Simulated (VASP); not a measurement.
Mo, 1 atom in the cell. Symmetry: Pm-3m, No. 221, cubic system. The conventional cell has a = 2.570 Å, b = 2.570 Å, c = 2.570 Å, α = 90.00°, β = 90.00°, γ = 90.00°. Within 3.4 Å of Mo (site symmetry m-3m) lie 6 Mo at 2.57 Å.  This cell differs from its parent crystal: volume scaled by 0.92.

```yaml
Program: VASP 6.6.1
Task: single point
Functional: BLYP
Potentials_or_basis: VASP PAW PBE potentials, release 64 (Mo_sv)
Cutoff: 520 eV
k_mesh: 13 × 13 × 13
Occupations: fermi-dirac, width 0.1 eV
Spin: no spin polarisation
Dipole_correction: no
Further_INCAR_settings: ALGO = Normal; EDIFF = 1e-07; NBANDS = 13
```

Potentials or basis: VASP PAW PBE potentials, release 64 (Mo_sv).

Command:

```sh
$ cat potpaw_PBE.64/Mo_sv/POTCAR > POTCAR
$ mpirun -np 1 vasp_std > vasp.out
```

Hardware: 1 thread of Intel(R) Xeon(R) Platinum 8559C (Emerald Rapids), with other jobs on the host.

**Question.** Estimate the wall time of this run.

**Answer.** Run time: 9.4 s on 1 thread of Intel(R) Xeon(R) Platinum 8559C (Emerald Rapids) (shared host), peak memory 0.13 GiB. Counts: scf iterations 12, k points 84.
